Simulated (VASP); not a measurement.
Runs of VASP 6.6.1 on Mo. The structure is that of space group Im-3m (No. 229), or close to it. The cells are those of the table. 

```csv
cell,gap on the mesh (eV),pressure (GPa)
"a = 2.662 Å, angles 109.5°, 1 atom",none,(a)
"a = 2.718 Å, angles 109.5°, 1 atom",none,-1.4
"a = 2.690 Å, angles 109.5°, 1 atom",none,8.3
"a = 2.746 Å, angles 109.5°, 1 atom",none,-9.6
```

Alike in all rows: task single point; level HSE06; potentials or basis VASP PAW PBE potentials, release 64 (Mo_sv); no spin polarisation; k mesh 6 × 6 × 6; cutoff (eV) 520; smearing fermi-dirac 0.1 eV.

Question: Fill in the values left out.

Answer: (a) 19.6.

Caveats: all runs use coarse meshes; the PAW data sets were made with another functional, which shifts forces and pressure a little.

A k mesh can miss the band edges, and the runs leave out spin-orbit coupling on Mo.

A gap of «none» marks levels without a gap at the run's occupations.
